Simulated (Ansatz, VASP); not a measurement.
## Two plane-wave programs on Si2Mo

Contents of INCAR:

```
PREC = Accurate
ENCUT = 520
EDIFF = 1E-6
ISMEAR = 0
SIGMA = 0.15
LREAL = False
LASPH = True
NELM = 80
ALGO = Normal
ISIF = 2
LWAVE = False
LCHARG = True
GGA = PE
LELF = True
LVHAR = True
NBANDS = 18
```

The input KPOINTS:

```
Automatic mesh
0
Gamma
  18 18 18
```

Contents of POSCAR:

```
Si2Mo
1.0
   -1.6728253053      1.6728253053      3.9366136217
    1.6728253053     -1.6728253053      3.9366136217
    1.6728253053      1.6728253053     -3.9366136217
Si Mo
2 1
Direct
    0.3350971189      0.2981058086     -0.0369913103
    0.6649028811      0.7018941914      0.0369913103
    0.0000000000      0.0000000000      0.0000000000
```

Input for Ansatz:

```yaml
crystal:
  lattice:
    - [-1.6728253053, 1.6728253053, 3.9366136217]
    - [1.6728253053, -1.6728253053, 3.9366136217]
    - [1.6728253053, 1.6728253053, -3.9366136217]
  atoms:
    - { symbol: Si, position: [0.3350971189, 0.2981058086, -0.0369913103] }
    - { symbol: Si, position: [0.6649028811, 0.7018941914, 0.0369913103] }
    - { symbol: Mo, position: [0.0, 0.0, 0.0] }
basis:
  ecutwfc: 420
kpoints:
  mp_grid: { grid: [18, 18, 18] }
hamiltonian:
  xc: pbe
  pseudopotentials: { kind: paw, azcp: { folder: soft_1 } }
scf:
  occupations: { method: gaussian, width: 0.15 }
output:
  forces: true
  stress: true
  eigenvalues: true
```

Change from the starting cell: mode 7 frozen in at -0.119 Å, equal normal strain along x and y +0.0400.

Alike in both runs: task single point; functional PBE; k mesh 18 × 18 × 18; occupations gaussian, width 0.15 eV; no spin polarisation.

|  | VASP | Ansatz |
| --- | --- | --- |
| version | VASP 6.6.1 | Ansatz 0.2.0 |
| potentials or method | VASP PAW PBE potentials, release 64 (Si, Mo_sv), cutoff 520 eV | scalar-relativistic, plane waves, PAW |
| valence electrons in the cell | 22 | 22 |

```tsv
	VASP	Ansatz	Ansatz less VASP
gap on the k mesh at the Fermi level (eV)	none	none	-
pressure (GPa)	-11.2	-11.4	-0.12
traceless stress, the component that is largest in VASP (GPa)	6.66	6.67	+0.008
rms of the force components (eV/Å)	0.439	0.440	+0.0004
```

Atom by atom the forces differ by 0.001 eV/Å (rms over components). A gap of «none» marks a metal or a gap that the smearing closes.
